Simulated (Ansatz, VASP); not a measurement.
Mo2Se3: VASP beside Ansatz

```
Mo Se
1.0
     3.01906    1.74305    6.18581
    -3.01906    1.74305    6.18581
     0.00000   -3.48611    6.18581
Mo Se
4 6
Direct
  0.16911 0.16911 0.16911
  0.33089 0.33089 0.33089
  0.66911 0.66911 0.66911
  0.83089 0.83089 0.83089
  0.75000 0.40502 0.09498
  0.40502 0.09498 0.75000
  0.09498 0.75000 0.40502
  0.90502 0.25000 0.59498
  0.25000 0.59498 0.90502
  0.59498 0.90502 0.25000
```

Alike in both runs: functional PBE; k mesh 6 × 6 × 6; occupations gaussian, width 0.1 eV; no spin polarisation.

Ansatz relaxed the structure, and its values are those at the end. VASP's run is a single point on that final structure, the one shown.

```csv
,VASP,Ansatz
version,VASP 6.6.1,Ansatz 0.2.0
potentials or method,"VASP PAW PBE potentials, release 64 (Mo_sv, Se), cutoff 520 eV","scalar-relativistic, plane waves, PAW"
valence electrons in the cell,92,152
```

Ansatz gave:

```
gap on the k mesh at the Fermi level (eV) : none
pressure (GPa)                            : 0.0
rms of the force components (eV/Å)        : 0.000
```

Q: Estimate VASP's values.

A: gap on the k mesh at the Fermi level (eV): none; pressure (GPa): 0.2; rms of the force components (eV/Å): 0.005.

A gap of «none» marks a metal or a gap that the smearing closes. VASP's potentials hold 92 valence electrons a cell and Ansatz's 152, so a difference there can come from the potentials and not from the codes.
